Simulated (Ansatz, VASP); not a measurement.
**Ru: VASP beside Ansatz**

POSCAR

```
Ru
1.0
    2.6246253542      0.0000000000      0.0000000000
   -1.3123126771      2.2729922322      0.0000000000
    0.0000000000      0.0000000000      4.1534430000
Ru
2
Direct
    0.3333333333      0.6666666667      0.2500000000
    0.6666666667      0.3333333333      0.7500000000
```

INCAR.step1

```
SYSTEM = Ru
PREC = Accurate
ENCUT = 520
ISMEAR = 0
SIGMA = 0.15
LREAL = .FALSE.
LASPH = .TRUE.
NELM = 80
NBANDS = 21
GGA = PE
ALGO = Normal
EDIFF = 1E-4
LWAVE = .TRUE.
LCHARG = .FALSE.
```

Contents of INCAR.step2:

```
SYSTEM = Ru
PREC = Accurate
ENCUT = 520
EDIFF = 1E-7
ISMEAR = 0
SIGMA = 0.15
LREAL = .FALSE.
LASPH = .TRUE.
NELM = 80
ALGO = Normal
ISIF = 2
LWAVE = .FALSE.
LCHARG = .FALSE.
METAGGA = R2SCAN
LMIXTAU = .TRUE.
NBANDS = 21
ISTART = 1
```

Contents of KPOINTS:

```
Automatic mesh
0
G
  24 24 12
  0 0 0
```

Input for Ansatz:

```yaml
crystal:
  lattice:
    - [2.6246253542, 0.0, 0.0]
    - [-1.3123126771, 2.2729922322, 0.0]
    - [0.0, 0.0, 4.153443]
  atoms:
    - { symbol: Ru, position: [0.3333333333, 0.6666666667, 0.25] }
    - { symbol: Ru, position: [0.6666666667, 0.3333333333, 0.75] }
basis:
  ecutwfc: 500
kpoints:
  mp_grid: { grid: [24, 24, 12] }
hamiltonian:
  xc: r2scan
scf:
  occupations: { method: gaussian, width: 0.15 }
output:
  forces: true
  stress: true
  eigenvalues: true
```

Change from the starting cell: strain -0.030 along x and y, -0.030 along z, atoms carried along.

Alike in both runs: task single point; functional r2SCAN; k mesh 24 × 24 × 12; occupations gaussian, width 0.15 eV; no spin polarisation.

|  | VASP | Ansatz |
| --- | --- | --- |
| version | VASP 6.6.1 | Ansatz 0.2.0 |
| potentials or method | VASP PAW PBE potentials, release 64 (Ru_pv), cutoff 520 eV | scalar-relativistic, plane waves, PAW |
| valence electrons in the cell | 28 | 32 |

```csv
,VASP,Ansatz,Ansatz less VASP
gap on the k mesh at the Fermi level (eV),none,none,-
pressure (GPa),37.7,35.4,-2.27
"traceless stress, the component that is largest in VASP (GPa)",-0.09,-0.22,-0.125
```

VASP's potentials were made for PBE, not for r2SCAN. A gap of «none» marks a metal or a gap that the smearing closes. Both programs put the cell under a high pressure, so it lies far from rest at this level. VASP's potentials hold 28 valence electrons a cell and Ansatz's 32, so a difference there can come from the potentials and not from the codes.
